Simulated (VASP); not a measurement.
The system is NiO.

```
CELL_PARAMETERS angstrom
0.00000 2.08590 2.08590
2.08590 0.00000 2.08590
2.08590 2.08590 0.00000
ATOMIC_POSITIONS crystal
Ni 0.00000 0.00000 0.00000
O 0.50000 0.50000 0.50000
```

* Program: VASP 6.6.1
* Task: relaxation of cell and atoms
* Functional: PBE
* Dispersion: D4
* Potentials or basis: VASP PAW PBE potentials, release 64 (Ni, O)
* Cutoff: 600 eV
* k mesh: 11 × 11 × 11
* Occupations: gaussian, width 0.02 eV
* Spin: collinear spin, ferromagnetic start
* Starting moments: [1.94, 0.17] μB
* Hubbard terms: Ni d U = 8.0 eV

At the start: pressure -3.8 GPa; volume 9.08 Å³/atom.

Problem. Where does the relaxation end?

Solution. Over 3 steps the energy falls by 2.2 meV/atom and the volume is 8.90 Å³/atom (-2.0 %); space group Fm-3m (No. 225, to 0.05 Å); moment 2.00 μB per cell.

Step by step:
| step | energy change (eV) | largest force (eV/Å) | pressure (GPa) | volume (Å³) |
| --- | --- | --- | --- | --- |
| 1 | 0.0000 | 0.0000 | -3.84 | 18.15 |
| 2 | -0.0028 | 0.0000 | 2.24 | 17.59 |
| 3 | -0.0044 | 0.0000 | -0.08 | 17.80 |

Final structure:
```xyz
2
Lattice="0.0000 2.0722 2.0722 2.0722 0.0000 2.0722 2.0722 2.0722 0.0000" Properties=species:S:1:pos:R:3 pbc="T T T"
Ni    0.0000    0.0000    0.0000
O     2.0722    2.0722    2.0722
```

Caveat: a cell with one magnetic atom can't hold antiferromagnetic order, which such compounds often take.
